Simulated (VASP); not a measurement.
# SnH7 (Fm-3m) in VASP: a series of runs

SnH7 is run at these levels: PBE; tasks: single point, relaxation of cell and atoms.

All numbers are computed with VASP 6.6.1; they aren't measurements. Logs are shortened: lines on timing, memory, paths and dates and some standing lists are left out, and cuts for length are marked.

### Step 1. The cell of the first run

Symmetry: Fm-3m, No. 225, cubic system. The conventional cell has a = 5.899 Å, b = 5.899 Å, c = 5.899 Å, α = 90.00°, β = 90.00°, γ = 90.00°. Within 2.8 Å of Sn (site symmetry m-3m) lie 12 H at 2.09 Å. Within 2.8 Å of H (site symmetry m-3m) lie 12 H at 2.09 Å. H (site symmetry mmm) has 2 Sn at 2.09 Å and 10 H at 2.09 Å within 2.8 Å.

### Step 2. Single point, PBE

The input, INCAR:

```
SYSTEM = SnH7
PREC     = Accurate       ! precision mode
ENCUT    = 520            ! plane-wave cutoff, eV
EDIFF    = 1E-6           ! SCF threshold, eV
ISMEAR   = 0              ! smearing method
SIGMA    = 0.1            ! smearing width, eV
LREAL    = .FALSE.        ! projectors in reciprocal space
LASPH    = .TRUE.         ! aspherical terms in the spheres
NELM     = 100            ! most SCF steps
ALGO     = Normal         ! electronic algorithm
ISIF     = 2              ! what is computed and relaxed
LWAVE    = .FALSE.        ! write WAVECAR
LCHARG   = .TRUE.         ! write CHGCAR
GGA      = PE             ! functional
LELF     = .TRUE.         ! ELF
LVHAR    = .TRUE.       
NBANDS   = 20             ! bands
```

The input, KPOINTS:

```
Automatic mesh
0
G
  6 6 6
  0 0 0
```

The input, POSCAR:

```
SnH7
1.0
    0.0000000000      2.9497392661      2.9497392661
    2.9497392661      0.0000000000      2.9497392661
    2.9497392661      2.9497392661      0.0000000000
Sn H
1 7
Direct
    0.0000000000      0.0000000000      0.0000000000
    0.5000000000      0.5000000000      0.5000000000
    0.5000000000      0.0000000000      0.0000000000
    0.5000000000      0.0000000000      0.5000000000
    0.0000000000      0.5000000000      0.5000000000
    0.0000000000      0.5000000000      0.0000000000
    0.5000000000      0.5000000000      0.0000000000
    0.0000000000      0.0000000000      0.5000000000
```

Potentials or basis: VASP PAW PBE potentials, release 64 (Sn_d, H).

Launch:

```console
$ cat potpaw_PBE.64/Sn_d/POTCAR potpaw_PBE.64/H/POTCAR > POTCAR
$ mpirun -np 1 vasp_std > vasp.out
```

OUTCAR:

```text
SYSTEM = SnH7
   PREC = Accurate
   ENCUT = 520
   EDIFF = 1E-6
   ISMEAR = 0
   LREAL = .FALSE.
   LASPH = .TRUE.
   NELM = 100
   ISIF = 2
   GGA = PE

 ion  position               nearest neighbor table
   1  0.000  0.000  0.000-   3 2.09   6 2.09   8 2.09   4 2.09   5 2.09   8 2.09   5 2.09   6 2.09
                             7 2.09   3 2.09   4 2.09   7 2.09
   2  0.500  0.500  0.500-
   3  0.500  0.000  0.000-   1 2.09   1 2.09
   4  0.500  0.000  0.500-   1 2.09   1 2.09
   5  0.000  0.500  0.500-   1 2.09   1 2.09
   6  0.000  0.500  0.000-   1 2.09   1 2.09
   7  0.500  0.500  0.000-   1 2.09   1 2.09
   8  0.000  0.000  0.500-   1 2.09   1 2.09

  LATTYP: Found a face centered cubic cell.
 ALAT       =     5.8994785322

  Lattice vectors:

 A1 = (   0.0000000000,   2.9497392661,   2.9497392661)
 A2 = (   2.9497392661,   0.0000000000,   2.9497392661)
 A3 = (   2.9497392661,   2.9497392661,   0.0000000000)

Analysis of symmetry for initial positions (statically):
=====================================================================
 Subroutine PRICEL returns:
 Original cell was already a primitive cell.

 Routine SETGRP: Setting up the symmetry group for a
 face centered cubic supercell.

 Subroutine GETGRP returns: Found 48 space group operations
[... 9 lines left out ...]

 Routine SETGRP: Setting up the symmetry group for a
 face centered cubic supercell.

 Subroutine GETGRP returns: Found 48 space group operations
[... 11 lines left out ...]
                                     Primitive cell

  volume of cell :      51.3311

  direct lattice vectors                    reciprocal lattice vectors
     0.000000000  2.949739266  2.949739266    -0.169506507  0.169506507  0.169506507
     2.949739266  0.000000000  2.949739266     0.169506507 -0.169506507  0.169506507
     2.949739266  2.949739266  0.000000000     0.169506507  0.169506507 -0.169506507

  length of vectors
     4.171561276  4.171561276  4.171561276     0.293593883  0.293593883  0.293593883

  position of ions in fractional coordinates (direct lattice)
     0.000000000  0.000000000  0.000000000
     0.500000000  0.500000000  0.500000000
     0.500000000  0.000000000  0.000000000
     0.500000000  0.000000000  0.500000000
     0.000000000  0.500000000  0.500000000
     0.000000000  0.500000000  0.000000000
     0.500000000  0.500000000  0.000000000
     0.000000000  0.000000000  0.500000000

  ion indices of the primitive-cell ions
   primitive index   ion index
                 1           1
                 2           2
                 3           3
                 4           4
                 5           5
                 6           6
                 7           7
                 8           8

----------------------------------------------------------------------------------------

 KPOINTS: Automatic mesh

Automatic generation of k-mesh.
 Grid dimensions read from file:
 generate k-points for:    6    6    6

 Generating k-lattice:

  Cartesian coordinates                     Fractional coordinates (reciprocal lattice)
    -0.028251085  0.028251085  0.028251085     0.166666667  0.000000000  0.000000000
     0.028251085 -0.028251085  0.028251085     0.000000000  0.166666667  0.000000000
     0.028251085  0.028251085 -0.028251085     0.000000000  0.000000000  0.166666667

  Length of vectors
     0.048932314  0.048932314  0.048932314

  Shift w.r.t. Gamma in fractional coordinates (k-lattice)
     0.000000000  0.000000000  0.000000000

 Subroutine IBZKPT returns following result:
 ===========================================

 Found     16 irreducible k-points:

 Following reciprocal coordinates:
            Coordinates               Weight
  0.000000  0.000000  0.000000      1.000000
  0.166667  0.000000  0.000000      8.000000
  0.333333  0.000000  0.000000      8.000000
  0.500000  0.000000  0.000000      4.000000
  0.166667  0.166667  0.000000      6.000000
  0.333333  0.166667  0.000000     24.000000
[... 8 lines left out ...]
 -0.333333  0.333333  0.166667     24.000000
 -0.333333  0.500000  0.166667     12.000000
   k-points           NKPTS =     16   k-points in BZ     NKDIM =     16   number of bands    NBANDS=     20
   number of dos      NEDOS =    301   number of ions     NIONS =      8
   total plane-waves  NPLWV =  32768
   dimension x,y,z NGX =    32 NGY =   32 NGZ =   32
   dimension x,y,z NGXF=    64 NGYF=   64 NGZF=   64
   ions per type =               1   7
   NGX,Y,Z   is equivalent  to a cutoff of  12.75, 12.75, 12.75 a.u.
   NGXF,Y,Z  is equivalent  to a cutoff of  25.51, 25.51, 25.51 a.u.
 SYSTEM =  SnH7
   PREC   = accura    normal or accurate (medium, high low for compatibility)
   ISTART =      0    job   : 0-new  1-cont  2-samecut
   ICHARG =      2    charge: 1-file 2-atom 10-const
   ISPIN  =      1    spin polarized calculation?
   LNONCOLLINEAR =      F non collinear calculations
   LSORBIT =      F    spin-orbit coupling
   LASPH  =      T    aspherical Exc in radial PAW
   ENCUT  =  520.0 eV  38.22 Ry    6.18 a.u.   7.76  7.76  7.76*2*pi/ulx,y,z
   NELM   =    100;   NELMIN=  2; NELMDL= -5     # of ELM steps
   EDIFF  = 0.1E-05   stopping-criterion for ELM
   LREAL  =      F    real-space projection
   EDIFFG = 0.1E-04   stopping-criterion for IOM
   NSW    =      0    number of steps for IOM
   IBRION =     -1    ionic relax: 0-MD 1-quasi-New 2-CG
   NFREE  =      0    steps in history (QN), initial steepest desc. (CG)
   ISIF   =      2    stress and relaxation
   ISYM   =      2    0-nonsym 1-usesym 2-fastsym
   POTIM  = 0.5000    time-step for ionic-motion
   TEBEG  =    0.0;   TEEND  =   0.0 temperature during run
   PSTRESS=    0.0 pullay stress
   NELECT =      21.0000    total number of electrons
   NUPDOWN=      -1.0000    fix difference up-down
   EMIN   =  10.00;   EMAX   =-10.00  energy-range for DOS
   EFERMI =   0.00;   METHOD = LEGACY
   ISMEAR =     0;   SIGMA  =   0.10  broadening in eV -4-tet -1-fermi 0-gaus
   EFERMI_NEDOS =   21; number of points for ismear=-14 and -15
   IALGO  =     38    algorithm
   IMIX   =      4    mixing-type and parameters
     AMIX     =   0.40;   BMIX     =  1.00
     AMIX_MAG =   1.60;   BMIX_MAG =  1.00
  volume/ion in A,a.u.               =       6.42        43.30
  Fermi-wavevector in a.u.,A,eV,Ry     =   1.215312  2.296606 20.095563  1.476982
  Thomas-Fermi vector in A             =   2.350703
   LORBIT       =      0    0 simple, 1 ext, 2 COOP (PROOUT), +10 PAW based schemes
   GGA     = PE    functional components
   LHFCALC =     F    Hartree Fock is set to
   AEXX    =    0.0000 exact exchange contribution
   IVDW    =     0    specifies the selected vdW correction
   LEPSILON=     F    determine dielectric tensor
   LRPA    =     F    only Hartree local field effects (RPA)
 non-spin polarized calculation
 Gauss-broadening in eV      SIGMA  =   0.10
  energy-cutoff  :      520.00
  volume of cell :       51.33
 maximum number of plane-waves:      1411
   NGX = 15   NGY = 15   NGZ = 15

 number of electron      20.9999998 magnetization

 Free energy of the ion-electron system (eV)
  ---------------------------------------------------
  ext. energy  EPLUGINS =         0.00000000
  ---------------------------------------------------
  free energy    TOTEN  =       -18.62994997 eV

  energy without entropy =      -18.61595979  energy(sigma->0) =      -18.62295488

 E-fermi :   4.0691     XC(G=0): -10.3749

 val. band max:        4.0238035242   @ k =   0.1667   0.0000   0.0000
 cond. band min:       4.1164100825   @ k =   0.3333   0.0000   0.0000
 fundamental gap:      0.0926065583
 Fermi energy:         4.0690690881

 k-point     1 :       0.0000    0.0000    0.0000
  band No.  band energies     occupation
      1     -17.1647      2.00000
      2     -17.1647      2.00000
      3     -17.1647      2.00000
      4     -17.1176      2.00000
      5     -17.1176      2.00000
      6      -8.1465      2.00000
[... 12 lines left out ...]
     19      12.8468      0.00000
     20      12.8468      0.00000

 k-point     2 :       0.1667    0.0000    0.0000
  band No.  band energies     occupation
      1     -17.1610      2.00000
      2     -17.1582      2.00000
      3     -17.1582      2.00000
      4     -17.1155      2.00000
      5     -17.1155      2.00000
      6      -7.7946      2.00000
[... 12 lines left out ...]
     19      13.8423      0.00000
     20      14.5084      0.00000

 k-point     3 :       0.3333    0.0000    0.0000
  band No.  band energies     occupation
      1     -17.1540      2.00000
      2     -17.1500      2.00000
      3     -17.1500      2.00000
      4     -17.1063      2.00000
      5     -17.1063      2.00000
      6      -6.7516      2.00000
[... 12 lines left out ...]
     19      15.5275      0.00000
     20      17.3120      0.00000

 k-point     4 :       0.5000    0.0000    0.0000
  band No.  band energies     occupation
      1     -17.1507      2.00000
      2     -17.1482      2.00000
      3     -17.1482      2.00000
      4     -17.0994      2.00000
      5     -17.0994      2.00000
      6      -5.4768      2.00000
[... 12 lines left out ...]
     19      16.6642      0.00000
     20      19.0292      0.00000

 k-point     5 :       0.1667    0.1667    0.0000
  band No.  band energies     occupation
      1     -17.1681      2.00000
      2     -17.1509      2.00000
      3     -17.1509      2.00000
      4     -17.1200      2.00000
      5     -17.1115      2.00000
      6      -7.6770      2.00000
[... 12 lines left out ...]
     19      13.4500      0.00000
     20      15.9619      0.00000

 k-point     6 :       0.3333    0.1667    0.0000
  band No.  band energies     occupation
      1     -17.1646      2.00000
      2     -17.1408      2.00000
      3     -17.1401      2.00000
      4     -17.1177      2.00000
      5     -17.1036      2.00000
      6      -6.8611      2.00000
[... 12 lines left out ...]
     19      15.1819      0.00000
     20      18.0106      0.00000

 k-point     7 :       0.5000    0.1667    0.0000
  band No.  band energies     occupation
      1     -17.1549      2.00000
      2     -17.1400      2.00000
      3     -17.1375      2.00000
      4     -17.1080      2.00000
      5     -17.0988      2.00000
      6      -5.4668      2.00000
[... 12 lines left out ...]
     19      17.8921      0.00000
     20      18.4166      0.00000
[... 93 lines left out ...]
 k-point    12 :      -0.3333    0.3333    0.0000
  band No.  band energies     occupation
      1     -17.1564      2.00000
      2     -17.1292      2.00000
      3     -17.1220      2.00000
      4     -17.1137      2.00000
      5     -17.1042      2.00000
      6      -4.6663      2.00000
[... 12 lines left out ...]
     19      18.6449      0.00000
     20      19.4573      0.00000

 k-point    13 :       0.5000    0.5000    0.0000
  band No.  band energies     occupation
      1     -17.1783      2.00000
      2     -17.1293      2.00000
      3     -17.1087      2.00000
      4     -17.1087      2.00000
      5     -17.0933      2.00000
      6      -4.2381      2.00000
[... 12 lines left out ...]
     19      17.6053      0.00000
     20      17.6096      0.00000

 k-point    14 :       0.5000    0.3333    0.1667
  band No.  band energies     occupation
      1     -17.1590      2.00000
      2     -17.1391      2.00000
      3     -17.1234      2.00000
      4     -17.1174      2.00000
      5     -17.1003      2.00000
      6      -5.8342      2.00000
[... 12 lines left out ...]
     19      17.0549      0.00000
     20      17.4847      0.00000

 k-point    15 :      -0.3333    0.3333    0.1667
  band No.  band energies     occupation
      1     -17.1460      2.00000
      2     -17.1457      2.00000
      3     -17.1181      2.00000
      4     -17.1141      2.00000
      5     -17.1018      2.00000
      6      -4.6134      2.00000
[... 12 lines left out ...]
     19      18.3351      0.00000
     20      18.9893      0.00000

 k-point    16 :      -0.3333    0.5000    0.1667
  band No.  band energies     occupation
      1     -17.1613      2.00000
      2     -17.1265      2.00000
      3     -17.1231      2.00000
      4     -17.1087      2.00000
      5     -17.0990      2.00000
      6      -4.0324      2.00000
[... 12 lines left out ...]
     19      17.8048      0.00000
     20      18.4829      0.00000

------------------------ aborting loop because EDIFF is reached ----------------------------------------

  FORCE on cell =-STRESS in cart. coord.  units (eV):
  Direction    XX          YY          ZZ          XY          YZ          ZX
  --------------------------------------------------------------------------------------
  -------------------------------------------------------------------------------------
  Total       -0.1456039     -0.1456039     -0.1456039      0.0000000     -0.0000000      0.0000000
  in kB       -4.5446723     -4.5446723     -4.5446723      0.0000000     -0.0000000      0.0000000
  external PRESSURE =      -4.5446723 kB  Pullay stress =       0.0000000 kB

 VOLUME and BASIS-vectors are now :
 -----------------------------------------------------------------------------
  energy-cutoff  :      520.00
  volume of cell :       51.33
      direct lattice vectors                 reciprocal lattice vectors
     0.000000000  2.949739266  2.949739266    -0.169506507  0.169506507  0.169506507
     2.949739266  0.000000000  2.949739266     0.169506507 -0.169506507  0.169506507
     2.949739266  2.949739266  0.000000000     0.169506507  0.169506507 -0.169506507

 POSITION                                       TOTAL-FORCE (eV/Angst)
 -----------------------------------------------------------------------------------
      0.00000      0.00000      0.00000         0.000000     -0.000000      0.000000
      2.94974      2.94974      2.94974        -0.000000     -0.000000     -0.000000
      0.00000      1.47487      1.47487         0.000000      0.000000      0.000000
      1.47487      2.94974      1.47487         0.000000     -0.000000      0.000000
      2.94974      1.47487      1.47487         0.000000      0.000000     -0.000000
      1.47487      0.00000      1.47487         0.000000     -0.000000      0.000000
      1.47487      1.47487      2.94974         0.000000     -0.000000      0.000000
      1.47487      1.47487      0.00000         0.000000     -0.000000      0.000000
 -----------------------------------------------------------------------------------
    total drift:                                0.000000     -0.000000     -0.000000

  FREE ENERGIE OF THE ION-ELECTRON SYSTEM (eV)
  ---------------------------------------------------
  free  energy   TOTEN  =       -18.6299499747 eV

  energy  without entropy=      -18.6159597908  energy(sigma->0) =      -18.62295488
```

Run time: 19 s. Hardware: 1 thread of Intel Xeon Platinum 8259CL at 2.50GHz (Skylake/Cascade Lake), shared host; peak memory 0.17 GiB.

What came out:

- Free energy: -18.6299 eV
- Pressure: -0.5 GPa

Levels at points of the mesh, in eV from the Fermi level:
| k point | band 9 | band 10 | band 11 | band 12 | band 13 | band 14 |
| --- | --- | --- | --- | --- | --- | --- |
| (0.00, 0.00, 0.00) | -1.22 | 0.33 | 1.93 | 1.93 | 1.93 | 1.95 |
| (0.50, 0.00, 0.00) | -2.09 | -0.43 | -0.43 | 0.31 | 1.02 | 6.77 |
| (0.50, 0.50, 0.00) | -4.34 | -2.73 | -2.35 | 2.52 | 5.03 | 9.45 |

Caveat: spin-orbit coupling is left out, which moves the levels of the heavy elements.

(Part 1 of 2 ends here.)
